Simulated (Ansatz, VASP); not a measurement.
**AlP in VASP and in Ansatz**

```
Al P
1.0
     0.00000    2.75388    2.75388
     2.75388    0.00000    2.75388
     2.75388    2.75388    0.00000
Al P
1 1
Direct
  0.00000 0.00000 0.00000
  0.25000 0.25000 0.25000
```

Alike in both runs: functional PBE; k mesh 8 × 8 × 8; occupations gaussian, width 0.02 eV; no spin polarisation.

Ansatz relaxed the structure, and its values are those at the end. VASP's run is a single point on that final structure, the one shown.

```csv
,VASP,Ansatz
version,VASP 6.6.1,Ansatz 0.2.0
potentials or method,"VASP PAW PBE potentials, release 64 (Al, P), cutoff 500 eV","scalar-relativistic, plane waves, PAW"
valence electrons in the cell,8,8
```

Ansatz gave:

| Property | Result |
| --- | --- |
| gap on the k mesh at the Fermi level (eV) | 1.63 |
| least direct gap on the mesh (eV) | 3.09 |
| pressure (GPa) | 0.0 |

Problem. Estimate VASP's values.

Solution. gap on the k mesh at the Fermi level (eV): 1.63; least direct gap on the mesh (eV): 3.08; pressure (GPa): -0.1.

With one functional, cell and mesh, what is left measures potentials, basis and numerics.
